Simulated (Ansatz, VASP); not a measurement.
One calculation of Au, two programs

```
CELL_PARAMETERS angstrom
2.97250 0.00000 0.00000
-1.48625 2.57426 0.00000
0.00000 0.00000 4.63600
ATOMIC_POSITIONS crystal
Au 0.33333 0.66667 0.75000
Au 0.66667 0.33333 0.25000
```

Change from the starting cell: strain +0.025 along x and y, -0.050 along z, atoms carried along.

Alike in both runs: task single point; functional PBEsol; k mesh 18 × 18 × 10; occupations gaussian, width 0.15 eV; no spin polarisation.

|  | VASP | Ansatz |
| --- | --- | --- |
| version | VASP 6.6.1 | Ansatz 0.2.0 |
| potentials or method | VASP PAW PBE potentials, release 64 (Au), cutoff 520 eV | scalar-relativistic, plane waves, PAW |
| valence electrons in the cell | 22 | 38 |

|  | VASP | Ansatz | Ansatz less VASP |
| --- | --- | --- | --- |
| gap on the k mesh at the Fermi level (eV) | none | none | - |
| pressure (GPa) | -5.8 | -5.6 | +0.18 |
| traceless stress, the component that is largest in VASP (GPa) | 3.21 | 3.23 | +0.023 |

VASP's potentials were made for PBE, not for PBEsol. A gap of «none» marks a metal or a gap that the smearing closes. VASP's potentials hold 22 valence electrons a cell and Ansatz's 38, so a difference there can come from the potentials and not from the codes.

Spin-orbit coupling is off throughout.
